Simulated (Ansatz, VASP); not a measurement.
**B in VASP and in Ansatz**

```
B
1.0
     2.09584    0.00000    0.00000
    -1.04792    1.81505    0.00000
     0.00000    0.00000    6.22179
B
4
Direct
  0.00000 0.00000 0.00000
  0.00000 0.00000 0.50000
  0.33333 0.66667 0.75000
  0.66667 0.33333 0.25000
```

Alike in both runs: functional PBEsol; k mesh 9 × 9 × 4; occupations gaussian, width 0.1 eV; no spin polarisation.

Ansatz relaxed the structure, and its values are those at the end. VASP's run is a single point on that final structure, the one shown.

|  | VASP | Ansatz |
| --- | --- | --- |
| version | VASP 6.6.1 | Ansatz 0.2.0 |
| potentials or method | VASP PAW PBE potentials, release 64 (B), cutoff 520 eV | scalar-relativistic, plane waves, PAW |
| valence electrons in the cell | 12 | 12 |

VASP gave:

| Item | Value |
| --- | --- |
| gap on the k mesh at the Fermi level (eV) | none |
| pressure (GPa) | 0.4 |

Task: Which values does Ansatz return?

Result: gap on the k mesh at the Fermi level (eV): none; pressure (GPa): 0.0.

VASP's potentials were made for PBE, not for PBEsol. A gap of «none» marks a metal or a gap that the smearing closes. With one functional, cell and mesh, what is left measures potentials, basis and numerics.

The k mesh is coarse, so the values compare programs but aren't converged.
